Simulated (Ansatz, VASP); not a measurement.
Given: the input of a run of Ansatz 0.2.0 on CuO.

File input.yaml:

```yaml
crystal:
  lattice:
    - [1.990968, -2.15355, 0.0]
    - [1.990968, 2.15355, 0.0]
    - [0.0, 0.0, 5.155928]
  atoms:
    - { symbol: Cu, position: [0.5, 0.0, 0.0] }
    - { symbol: Cu, position: [0.0, 0.5, 0.5] }
    - { symbol: O, position: [0.5, 0.5, 0.25] }
    - { symbol: O, position: [0.5, 0.5, 0.75] }
hamiltonian:
  xc: r2scan
  pseudopotentials: { kind: paw }
kpoints:
  mp_grid: { grid: [9, 9, 5] }
scf:
  occupations: { method: fermi_dirac, width: 0.05 }
output:
  forces: true
  stress: true
  eigenvalues: true
relax:
  f_tol: 0.01
  max_steps: 40
  cell: { stress_tol: 0.05 }
```

Potentials or basis: Ansatz PAW.

Launch:

```console
$ ansatz run input.yaml --threads 2 --pin off --max-ram 5632MiB --backend cpu --events-out ev --progress --plain --runs-dir out
```

Task: Set up the same calculation for VASP 6.6.1. Potentials there: VASP PAW PBE potentials, release 64 (Cu, O).

Result: As run (the cutoff follows the program's own potentials):

POSCAR

```
CuO
1.0
    1.9909680000     -2.1535500000      0.0000000000
    1.9909680000      2.1535500000      0.0000000000
    0.0000000000      0.0000000000      5.1559280000
Cu O
2 2
Direct
    0.5000000000      0.0000000000      0.0000000000
    0.0000000000      0.5000000000      0.5000000000
    0.5000000000      0.5000000000      0.2500000000
    0.5000000000      0.5000000000      0.7500000000
```

File INCAR.step1:

```
SYSTEM = CuO
PREC     = Accurate       ! precision mode
ENCUT    = 600            ! plane-wave cutoff, eV
ISMEAR   = -1             ! smearing method
SIGMA    = 0.05           ! smearing width, eV
LREAL    = .FALSE.        ! projectors in reciprocal space
LASPH    = .TRUE.         ! aspherical terms in the spheres
NELM     = 100            ! most SCF steps
GGA      = PE             ! functional
ALGO     = Normal         ! electronic algorithm
EDIFF    = 1E-4           ! SCF threshold, eV
LWAVE    = .TRUE.         ! write WAVECAR
LCHARG   = .FALSE.        ! write CHGCAR
```

Contents of INCAR.step2:

```
SYSTEM = CuO
PREC     = Accurate       ! precision mode
ENCUT    = 600            ! plane-wave cutoff, eV
EDIFF    = 1E-7           ! SCF threshold, eV
ISMEAR   = -1             ! smearing method
SIGMA    = 0.05           ! smearing width, eV
LREAL    = .FALSE.        ! projectors in reciprocal space
LASPH    = .TRUE.         ! aspherical terms in the spheres
NELM     = 100            ! most SCF steps
ALGO     = Normal         ! electronic algorithm
ISIF     = 3              ! what is computed and relaxed
LWAVE    = .FALSE.        ! write WAVECAR
LCHARG   = .FALSE.        ! write CHGCAR
METAGGA  = R2SCAN         ! meta-GGA
LMIXTAU  = .TRUE.       
IBRION   = 2              ! ionic algorithm
NSW      = 60             ! ionic steps
EDIFFG   = -0.01          ! ionic threshold
ISTART   = 1
```

File KPOINTS:

```
Automatic mesh
0
G
  9 9 5
  0 0 0
```

Potentials or basis: VASP PAW PBE potentials, release 64 (Cu, O).

Launch:

```console
$ cat potpaw_PBE.64/Cu/POTCAR potpaw_PBE.64/O/POTCAR > POTCAR
$ cp INCAR.step1 INCAR
$ mpirun -np 1 vasp_std > vasp.out
$ cp INCAR.step2 INCAR
$ mpirun -np 1 vasp_std > vasp.out
```

Both were run:

|  | VASP | Ansatz | Ansatz less VASP |
| --- | --- | --- | --- |
| gap on the k mesh at the Fermi level, each at its own relaxed structure (eV) | none | none | - |
| relaxed volume (Å³/atom) | 10.77 | 10.73 | -0.041 |
| relaxed cell length with the largest relative difference (Å) | 5.137 | 5.123 | -0.0141 |

VASP's potentials were made for PBE, not for r2SCAN. A gap of «none» marks a metal or a gap that the smearing closes. VASP's potentials hold 34 valence electrons a cell and Ansatz's 50, so a difference there can come from the potentials and not from the codes.

Noted on Ansatz's run: the plane-wave basis is chosen anew once the cell has moved, so the energies of steps on either side of that aren't comparable.
